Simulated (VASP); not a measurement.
Crystal: Hf4O3.

```
Hf O
1.0
     4.81786   -0.06712    0.00284
    -0.06712    4.79361    0.02175
     0.00299    0.02290    5.02589
Hf O
4 3
Direct
  0.25983 0.31023 0.25294
  0.71634 0.81218 0.22432
  0.77749 0.21581 0.74414
  0.27754 0.72485 0.79221
  0.98135 0.97062 0.96412
  0.97896 0.94496 0.51971
  0.50847 0.52136 0.00256
```

| Item | Value |
| --- | --- |
| Program | VASP 6.6.1 |
| Task | relaxation of cell and atoms |
| Functional | PBE |
| Potentials or basis | VASP PAW PBE potentials, release 64 (Hf_pv, O) |
| Cutoff | 600 eV |
| k mesh | 4 × 4 × 4 |
| Occupations | gaussian, width 0.2 eV |
| Spin | no spin polarisation |

At the start: pressure 11.9 GPa; volume 16.58 Å³/atom.

How do energy, volume and symmetry change on relaxing?

Over 29 steps the energy falls by 371.8 meV/atom and the volume is 16.49 Å³/atom (-0.6 %); space group P1 (No. 1, to 0.1 Å) before, P-42m (No. 111, to 0.1 Å).

The path:
| step | energy change (eV) | largest force (eV/Å) | pressure (GPa) | volume (Å³) |
| --- | --- | --- | --- | --- |
| 1 | 0.0000 | 6.8963 | 11.93 | 116.05 |
| 2 | -0.1492 | 1.8983 | -15.50 | 137.60 |
| 3 | -1.3488 | 1.5214 | -6.72 | 124.80 |
| 4 | -1.3601 | 1.5335 | -5.98 | 124.20 |
| 5 | -1.3636 | 1.5972 | -5.13 | 123.56 |
| 6 | -1.9474 | 1.3805 | 0.48 | 116.89 |
| 7 | -2.0912 | 1.6000 | 7.31 | 111.49 |
| 8 | -2.3276 | 0.9198 | 4.70 | 112.17 |
| 9 | -2.3631 | 1.1611 | 3.73 | 112.57 |
| 10 | -2.4606 | 0.6489 | 0.01 | 114.98 |
| 11 | -2.4753 | 0.6303 | -2.02 | 116.48 |
| 12 | -2.5150 | 0.5250 | -0.85 | 115.75 |
| 13 | -2.5406 | 0.5047 | 1.23 | 114.59 |
| 14 | -2.5638 | 0.3332 | 0.26 | 115.31 |
| 15 | -2.5700 | 0.3685 | -0.51 | 115.92 |
| 16 | -2.5814 | 0.2455 | -0.07 | 115.65 |
| 17 | -2.5865 | 0.2638 | 0.54 | 115.31 |
| 18 | -2.5933 | 0.1546 | -0.44 | 115.88 |
| 19 | -2.5934 | 0.1431 | -0.59 | 115.97 |
| 20 | -2.5975 | 0.1134 | 0.11 | 115.37 |
| 21 | -2.5978 | 0.1158 | 0.32 | 115.20 |
| 22 | -2.5997 | 0.1188 | -0.07 | 115.43 |
| 23 | -2.5998 | 0.1238 | -0.17 | 115.49 |
| 24 | -2.6010 | 0.0807 | 0.09 | 115.33 |
| 25 | -2.6013 | 0.0724 | 0.30 | 115.21 |
| 26 | -2.6021 | 0.0419 | 0.00 | 115.43 |
| 27 | -2.6021 | 0.0376 | -0.09 | 115.49 |
| 28 | -2.6023 | 0.0260 | 0.00 | 115.44 |
| 29 | -2.6024 | 0.0212 | 0.07 | 115.40 |

Final structure:
```yaml
crystal:
  lattice:
    - [4.79089, 0.00381, -0.00026]
    - [0.00276, 4.78784, -0.00060]
    - [-0.00218, 0.00354, 5.03080]
  atoms:
    - { symbol: Hf, position: [0.25021, 0.25024, 0.25074] }
    - { symbol: Hf, position: [0.74994, 0.75004, 0.25027] }
    - { symbol: Hf, position: [0.74879, 0.24938, 0.74925] }
    - { symbol: Hf, position: [0.25075, 0.75009, 0.74936] }
    - { symbol: O, position: [0.00040, 0.99990, 0.00004] }
    - { symbol: O, position: [0.99981, 0.00011, 0.49986] }
    - { symbol: O, position: [0.50010, 0.50023, 0.00048] }
```
